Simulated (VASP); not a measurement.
Input of a VASP 6.6.1 run:

The input INCAR:

```
SYSTEM = Tl
PREC     = Accurate       ! precision mode
ENCUT    = 520            ! plane-wave cutoff, eV
EDIFF    = 1E-6           ! SCF threshold, eV
ISMEAR   = 0              ! smearing method
SIGMA    = 0.15           ! smearing width, eV
LREAL    = .FALSE.        ! projectors in reciprocal space
LASPH    = .TRUE.         ! aspherical terms in the spheres
NELM     = 100            ! most SCF steps
ALGO     = Normal         ! electronic algorithm
ISIF     = 2              ! what is computed and relaxed
LWAVE    = .FALSE.        ! write WAVECAR
LCHARG   = .FALSE.        ! write CHGCAR
GGA      = PE             ! functional
IVDW     = 12             ! dispersion correction
NBANDS   = 12             ! bands
```

Contents of KPOINTS:

```
regular mesh
0
G
  18 18 18
  0 0 0
```

POSCAR

```
Tl
1.0
   -2.0380500000      2.0380500000      2.0380500000
    2.0380500000     -2.0380500000      2.0380500000
    2.0380500000      2.0380500000     -2.0380500000
Tl
1
Direct
    0.0000000000      0.0000000000      0.0000000000
```

Potentials or basis: VASP PAW PBE potentials, release 64 (Tl_d).

Run with:

```sh
$ cat potpaw_PBE.64/Tl_d/POTCAR > POTCAR
$ mpirun -np 1 vasp_std > vasp.out
```

(1) What does it give for the pressure?

(2) Predict the band gap on the k mesh.

(3) What does it give for the dispersion energy per atom?

## Answers

(1) -3.1 GPa.

(2) zero (an odd number of electrons rules out a gap without spin polarisation).

(3) -0.288 eV.

Caveat: the cell differs from its parent crystal (strain +0.050 along x and y, +0.050 along z); the cell stands under tension; spin-orbit coupling is left out, which moves the levels of the heavy elements.
